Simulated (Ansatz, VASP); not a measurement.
Bi: VASP beside Ansatz

Contents of INCAR:

```
SYSTEM = Bi
  ALGO = Normal
  EDIFF = 1E-7
  EDIFFG = -0.005
  ENCUT = 600
  GGA = PE
  IBRION = 2
  ISIF = 3
  ISMEAR = -1
  LASPH = .True.
  LCHARG = .False.
  LREAL = .False.
  LWAVE = .False.
  NELM = 80
  NSW = 45
  PREC = Accurate
  SIGMA = 0.05
```

File KPOINTS:

```
k-points
0
Gamma
  14 14 14
  0 0 0
```

File POSCAR:

```
Bi
1.0
    0.0000000000      2.5161747668      2.5161747668
    2.5161747668      0.0000000000      2.5161747668
    2.5161747668      2.5161747668      0.0000000000
Bi
1
Direct
    0.0000000000      0.0000000000      0.0000000000
```

Input for Ansatz:

```yaml
crystal:
  lattice:
    - [0.0, 2.5161747668, 2.5161747668]
    - [2.5161747668, 0.0, 2.5161747668]
    - [2.5161747668, 2.5161747668, 0.0]
  atoms:
    - { symbol: Bi, position: [0.0, 0.0, 0.0] }
kpoints:
  mp_grid: { grid: [14, 14, 14] }
scf:
  occupations: { method: fermi_dirac, width: 0.05 }
hamiltonian:
  xc: pbe
  pseudopotentials: { kind: all_electron, lapw: { basis_error: 0.0005 } }
output:
  forces: true
  stress: true
  eigenvalues: true
  populations: true
relax:
  f_tol: 0.005
  max_steps: 25
  cell: {}
```

Alike in both runs: task relaxation of cell and atoms; functional PBE; k mesh 14 × 14 × 14; occupations fermi-dirac, width 0.05 eV; no spin polarisation.

|  | VASP | Ansatz |
| --- | --- | --- |
| version | VASP 6.6.1 | Ansatz 0.2.0 |
| potentials or method | VASP PAW PBE potentials, release 64 (Bi_d), cutoff 600 eV | all-electron LAPW, scalar-relativistic |

```csv
,VASP,Ansatz,Ansatz less VASP
relaxed volume (Å³/atom),31.86,31.86,0.000
relaxed length of the cell vector where the two differ most in proportion (Å),3.558,3.558,0.0000
```

Ansatz ran all-electron here, and VASP with PAW potentials.

Spin-orbit coupling is off throughout. Noted on VASP's run: the relaxation stopped at its first step, so nothing moved.
